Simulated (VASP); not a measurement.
A run of VASP 6.6.1:

Contents of POSCAR:

```
PbS
1.0
    3.6536590000      0.0000000000      0.0000000000
    0.0000000000      3.6536590000      0.0000000000
    0.0000000000      0.0000000000      3.6536590000
Pb S
1 1
Direct
    0.0000000000      0.0000000000      0.0000000000
    0.5000000000      0.5000000000      0.5000000000
```

The input INCAR.step1:

```
SYSTEM = PbS
PREC = Accurate ; ENCUT = 520
EDIFF = 1E-5 ; ISMEAR = -1
SIGMA = 0.05 ; LREAL = .FALSE.
LASPH = .TRUE. ; NELM = 60
ALGO = Normal ; ISIF = 2
LWAVE = .TRUE. ; NBANDS = 17
GGA = PE
```

File INCAR.step2:

```
SYSTEM = PbS
PREC = Accurate ; ENCUT = 520
EDIFF = 1E-7 ; ISMEAR = -1
SIGMA = 0.05 ; LREAL = .FALSE.
LASPH = .TRUE. ; NELM = 60
ALGO = Normal ; ISIF = 2
LWAVE = .FALSE. ; LCHARG = .TRUE.
METAGGA = R2SCAN ; LHFCALC = .TRUE.
AEXX = 0.5 ; LMIXTAU = .TRUE.
PRECFOCK = Normal ; LELF = .TRUE.
LVHAR = .TRUE. ; NBANDS = 17
ISTART = 1
```

KPOINTS

```
Automatic mesh
0
G
  4 4 4
  0 0 0
```

Potentials or basis: VASP PAW PBE potentials, release 64 (Pb_d, S).

Command:

```sh
$ cat potpaw_PBE.64/Pb_d/POTCAR potpaw_PBE.64/S/POTCAR > POTCAR
$ cp INCAR.step1 INCAR
$ mpirun -np 1 vasp_std > vasp.out
$ cp INCAR.step2 INCAR
$ mpirun -np 1 vasp_std > vasp.out
```

Hardware: 1 thread of Intel(R) Xeon(R) Platinum 8259CL CPU @ 2.50GHz (Skylake/Cascade Lake), with other jobs on the host.

**Question.** Estimate the wall time of this run.

**Answer.** It took 11 min on 1 thread of Intel(R) Xeon(R) Platinum 8259CL CPU @ 2.50GHz (Skylake/Cascade Lake) (shared host), peak memory 0.18 GiB. Counts: k points 10.
